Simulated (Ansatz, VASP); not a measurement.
# Two plane-wave programs on Si

```xyz
4
Lattice="3.7164 0.0000 0.0000 -1.8582 3.4176 0.0000 0.0000 0.0000 6.3326" Properties=species:S:1:pos:R:3 pbc="T T T"
Si    0.0000    2.2784    0.3990
Si    1.8582    1.1392    3.5653
Si    0.0000    2.2784    2.7673
Si    1.8582    1.1392    5.9336
```

Change from the starting cell: strain -0.0300 x Voigt [1, -1, 0, 0, 0, 0], atoms carried along.

Alike in both runs: task single point; functional LDA; k mesh 12 × 12 × 6; occupations gaussian, width 0.03 eV; no spin polarisation.

```csv
,VASP,Ansatz
version,VASP 6.6.1,Ansatz 0.2.0
potentials or method,"VASP PAW LDA potentials, release 64 (Si), cutoff 520 eV","scalar-relativistic, plane waves, PAW"
valence electrons in the cell,16,16
```

```tsv
	VASP	Ansatz	Ansatz less VASP
gap on the k mesh at the Fermi level (eV)	none	none	-
pressure (GPa)	-1.7	-1.8	-0.04
traceless stress, the component that is largest in VASP (GPa)	5.11	5.09	-0.024
rms of the force components (eV/Å)	0.235	0.234	-0.0012
```

LDA's correlation is that of Perdew and Zunger in VASP and of Perdew and Wang (1992) in Ansatz. Atom by atom the forces differ by 0.001 eV/Å (rms over components). A gap of «none» marks a metal or a gap that the smearing closes.
